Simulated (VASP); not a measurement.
Runs of VASP 6.6.1 on Y. The structure is that of space group I4_1/amd (No. 141), or close to it. The cells are those of the table. 

```csv
cell,gap on the mesh (eV),pressure (GPa)
"a = 3.805 Å, angles 98.7, 98.7, 134.3°, 2 atoms",none,52.4
"a = 4.253 Å, angles 98.1, 98.1, 136.0°, 2 atoms",none,14.6
"a = 4.450 Å, angles 97.8, 97.8, 136.8°, 2 atoms",none,6.7
"a = 3.418 Å, angles 98.8, 98.8, 134.1°, 2 atoms",none,(a)
```

Alike in all rows: task single point; level PBE; potentials or basis VASP PAW PBE potentials, release 64 (Y_sv); no spin polarisation; k mesh 14 × 14 × 14; cutoff (eV) 520; smearing fermi-dirac 0.08 eV.

Q: Estimate the missing entries.

A: (a) 150.2.

Caveats: the cell stands under pressure.

A k mesh can miss the band edges, and the runs leave out spin-orbit coupling on Y.

A gap of «none» marks levels without a gap at the run's occupations.
